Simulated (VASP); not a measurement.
A run of VASP 6.6.1:

POSCAR

```
Ni
1.0
    0.0000000000      1.7679500000      1.7679500000
    1.7679500000      0.0000000000      1.7679500000
    1.7679500000      1.7679500000      0.0000000000
Ni
1
Direct
    0.0000000000      0.0000000000      0.0000000000
```

INCAR.step1

```
ALGO = Normal
EDIFF = 1E-5
ENCUT = 660
GGA = PE
GGA_COMPAT = False
ISMEAR = -1
LASPH = True
LCHARG = False
LREAL = False
LWAVE = True
NBANDS = 11
NELM = 120
PREC = Accurate
SIGMA = 0.003
```

File INCAR.step2:

```
ALGO = Normal
EDIFF = 1E-6
ENCUT = 660
GGA_COMPAT = False
ISIF = 2
ISMEAR = -1
ISTART = 1
LASPH = True
LCHARG = True
LELF = True
LMIXTAU = True
LREAL = False
LVHAR = True
LWAVE = False
METAGGA = R2SCAN
NBANDS = 11
NELM = 120
PREC = Accurate
SIGMA = 0.003
```

Contents of KPOINTS:

```
k-points
0
Gamma
  14 14 14
```

Potentials or basis: VASP PAW PBE potentials, release 64 (Ni).

Command:

```console
$ cat potpaw_PBE.64/Ni/POTCAR > POTCAR
$ cp INCAR.step1 INCAR
$ mpirun -np 1 vasp_std > vasp.out
$ cp INCAR.step2 INCAR
$ mpirun -np 1 vasp_std > vasp.out
```

Hardware: 1 thread of AMD EPYC 7R43 64-Core Processor (Zen 3), with other jobs on the host.

Estimate the wall time of this run.

It took 95 s on 1 thread of AMD EPYC 7R43 64-Core Processor (Zen 3), with other jobs on the host, peak memory 0.12 GiB. Counts: k points 104.
